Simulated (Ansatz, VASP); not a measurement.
## Re: VASP beside Ansatz

File INCAR:

```
SYSTEM = Re
PREC = Accurate
ENCUT = 520
EDIFF = 1E-6
ISMEAR = 0
SIGMA = 0.15
LREAL = .FALSE.
LASPH = .TRUE.
NELM = 80
ALGO = Normal
ISIF = 2
LWAVE = .FALSE.
LCHARG = .FALSE.
GGA = PS
NBANDS = 14
```

The input KPOINTS:

```
regular mesh
0
G
  18 18 10
  0 0 0
```

Contents of POSCAR:

```
Re
1.0
    2.7961000000      0.0000000000      0.0000000000
   -1.3980500000      2.4214936315      0.0000000000
    0.0000000000      0.0000000000      4.0878000000
Re
2
Direct
    0.3333333333      0.6666666667      0.2500000000
    0.6666666667      0.3333333333      0.7500000000
```

Input for Ansatz:

```yaml
crystal:
  lattice:
    - [2.7961, 0.0, 0.0]
    - [-1.39805, 2.4214936315, 0.0]
    - [0.0, 0.0, 4.0878]
  atoms:
    - { symbol: Re, position: [0.3333333333, 0.6666666667, 0.25] }
    - { symbol: Re, position: [0.6666666667, 0.3333333333, 0.75] }
basis:
  ecutwfc: 420
kpoints:
  mp_grid: { grid: [18, 18, 10] }
hamiltonian:
  xc: pbesol
scf:
  occupations: { method: gaussian, width: 0.15 }
output:
  forces: true
  stress: true
  eigenvalues: true
```

Alike in both runs: task single point; functional PBEsol; k mesh 18 × 18 × 10; occupations gaussian, width 0.15 eV; no spin polarisation.

|  | VASP | Ansatz |
| --- | --- | --- |
| version | VASP 6.6.1 | Ansatz 0.2.0 |
| potentials or method | VASP PAW PBE potentials, release 64 (Re), cutoff 520 eV | scalar-relativistic, plane waves, PAW |
| valence electrons in the cell | 14 | 30 |

```tsv
	VASP	Ansatz	Ansatz less VASP
gap on the k mesh at the Fermi level (eV)	none	none	-
pressure (GPa)	26.8	26.1	-0.66
traceless stress, the component that is largest in VASP (GPa)	30.24	30.52	+0.276
```

VASP's potentials were made for PBE, not for PBEsol. A gap of «none» marks a metal or a gap that the smearing closes. The functional is the same, so the differences come from potentials, cutoffs and numerics. VASP's potentials hold 14 valence electrons a cell and Ansatz's 30, so a difference there can come from the potentials and not from the codes.

Spin-orbit coupling is off throughout.
